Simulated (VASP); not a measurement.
The system is Br.

```xyz
4
Lattice="4.4848 0.0000 0.0000 -2.2424 3.8840 0.0000 0.0000 0.0000 7.4000" Properties=species:S:1:pos:R:3 pbc="T T T"
Br    0.0000    2.5893    3.2375
Br    2.2424    1.2947    6.9375
Br    2.2424    1.2947    4.1625
Br    0.0000    2.5893    0.4625
```

* Program: VASP 6.6.1
* Task: relaxation of cell and atoms
* Functional: PBEsol
* Potentials or basis: VASP PAW PBE potentials, release 64 (Br)
* Cutoff: 600 eV
* k mesh: 6 × 6 × 4
* Occupations: gaussian, width 0.1 eV
* Spin: no spin polarisation

At the start: pressure 5.9 GPa; volume 32.22 Å³/atom.

How do energy, volume and symmetry change on relaxing?

Over 82 steps the energy falls by 628.5 meV/atom and the volume is 34.40 Å³/atom (+6.8 %); space group P6_3/mmc (No. 194, to 0.1 Å) before and after.

Step by step:
| step | energy change (eV) | largest force (eV/Å) | pressure (GPa) | volume (Å³) |
| --- | --- | --- | --- | --- |
| 1 | 0.0000 | 0.4047 | 5.91 | 128.90 |
| 4 | -0.4582 | 0.3835 | -0.25 | 157.97 |
| 7 | -1.3269 | 0.4895 | 5.83 | 155.38 |
| 10 | -1.3723 | 0.4449 | 4.51 | 155.68 |
| 13 | -1.6656 | 1.1463 | 1.56 | 169.38 |
| 16 | -1.8494 | 1.3316 | -0.10 | 185.40 |
| 19 | -2.1236 | 0.2457 | 0.84 | 208.57 |
| 22 | -2.1748 | 0.3638 | -0.26 | 226.16 |
| 25 | -2.1969 | 0.0503 | 0.00 | 241.16 |
| 28 | -2.2047 | 0.0481 | -0.18 | 247.64 |
| 31 | -2.2079 | 0.1351 | -0.05 | 250.73 |
| 34 | -2.2141 | 0.0045 | -0.24 | 252.23 |
| 37 | -2.2270 | 0.2659 | -0.05 | 243.93 |
| 40 | -2.2387 | 0.0607 | -0.48 | 233.11 |
| 43 | -2.2471 | 0.0936 | -0.33 | 228.59 |
| 46 | -2.2552 | 0.3228 | -0.13 | 212.70 |
| 49 | -2.2625 | 0.0346 | -0.64 | 196.85 |
| 52 | -2.2802 | 0.2047 | -0.36 | 189.33 |
| 55 | -2.3000 | 0.1608 | -0.42 | 162.54 |
| 58 | -2.3195 | 0.9423 | 1.75 | 130.68 |
| 61 | -2.3599 | 0.4599 | 0.47 | 136.78 |
| 64 | -2.4086 | 0.2264 | 0.50 | 127.03 |
| 67 | -2.4609 | 0.1640 | 1.17 | 122.84 |
| 70 | -2.4889 | 0.1730 | 0.03 | 127.70 |
| 73 | -2.5120 | 0.0283 | 0.21 | 135.38 |
| 76 | -2.5130 | 0.0855 | 0.06 | 136.40 |
| 79 | -2.5130 | 0.0944 | -0.10 | 136.63 |
| 82 | -2.5140 | 0.0313 | 0.00 | 137.61 |

Final structure:
```cif
data_structure
_symmetry_space_group_name_H-M 'P 1'
_symmetry_Int_Tables_number 1
_cell_length_a 4.1222
_cell_length_b 4.1222
_cell_length_c 9.3511
_cell_angle_alpha 90.000
_cell_angle_beta 90.000
_cell_angle_gamma 120.000
_cell_volume 137.61
loop_
_atom_site_label
_atom_site_type_symbol
_atom_site_fract_x
_atom_site_fract_y
_atom_site_fract_z
_atom_site_occupancy
Br1 Br 0.33333 0.66667 0.37487 1
Br2 Br 0.66667 0.33333 0.87487 1
Br3 Br 0.66667 0.33333 0.62513 1
Br4 Br 0.33333 0.66667 0.12513 1
```

Caveat: a cell axis changed by over 15 % at a fixed basis, so the end point is rough; the PAW data sets were made with another functional, which shifts forces and pressure a little.
